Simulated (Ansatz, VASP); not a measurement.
## Cu: VASP beside Ansatz

Contents of INCAR:

```
SYSTEM = Cu
PREC = Accurate
ENCUT = 600
EDIFF = 1E-6
ISMEAR = 0
SIGMA = 0.1
LREAL = .False.
LASPH = .True.
NELM = 100
ALGO = Normal
ISIF = 3
LWAVE = .False.
LCHARG = .False.
GGA = PE
IBRION = 2
NSW = 90
EDIFFG = -0.04
```

The input KPOINTS:

```
regular mesh
0
Gamma
  10 10 10
  0 0 0
```

Contents of POSCAR:

```
Cu
1.0
   -1.1538885300      1.5149255800      1.8096923700
    1.1538885300     -1.5149255800      1.8096923700
    1.1538885300      1.5149255800     -1.8096923700
Cu
1
Direct
    0.0000000000      0.0000000000      0.0000000000
```

Input for Ansatz:

```yaml
crystal:
  lattice:
    - [-1.15388853, 1.51492558, 1.80969237]
    - [1.15388853, -1.51492558, 1.80969237]
    - [1.15388853, 1.51492558, -1.80969237]
  atoms:
    - { symbol: Cu, position: [0.0, 0.0, 0.0] }
basis:
  ecutwfc: 420
kpoints:
  mp_grid: { grid: [10, 10, 10] }
hamiltonian:
  xc: pbe
scf:
  occupations: { method: gaussian, width: 0.1 }
  lower_state_search: "off"
output:
  forces: true
  stress: true
  eigenvalues: true
relax:
  adjacent_minimum: "off"
  f_tol: 0.04
  max_steps: 70
  cell: { stress_tol: 0.4 }
```

Alike in both runs: task relaxation of cell and atoms; functional PBE; k mesh 10 × 10 × 10; occupations gaussian, width 0.1 eV; no spin polarisation.

|  | VASP | Ansatz |
| --- | --- | --- |
| version | VASP 6.6.1 | Ansatz 0.2.0 |
| potentials or method | VASP PAW PBE potentials, release 64 (Cu), cutoff 600 eV | scalar-relativistic, plane waves, PAW |
| valence electrons in the cell | 11 | 19 |

```csv
,VASP,Ansatz,Ansatz less VASP
"gap on the k mesh at the Fermi level, each at its own relaxed structure (eV)",none,none,-
relaxed volume (Å³/atom),12.00,11.97,-0.033
relaxed cell length with the largest relative difference (Å),2.572,2.568,-0.0043
```

A gap of «none» marks a metal or a gap that the smearing closes. VASP's potentials hold 11 valence electrons a cell and Ansatz's 19, so a difference there can come from the potentials and not from the codes.
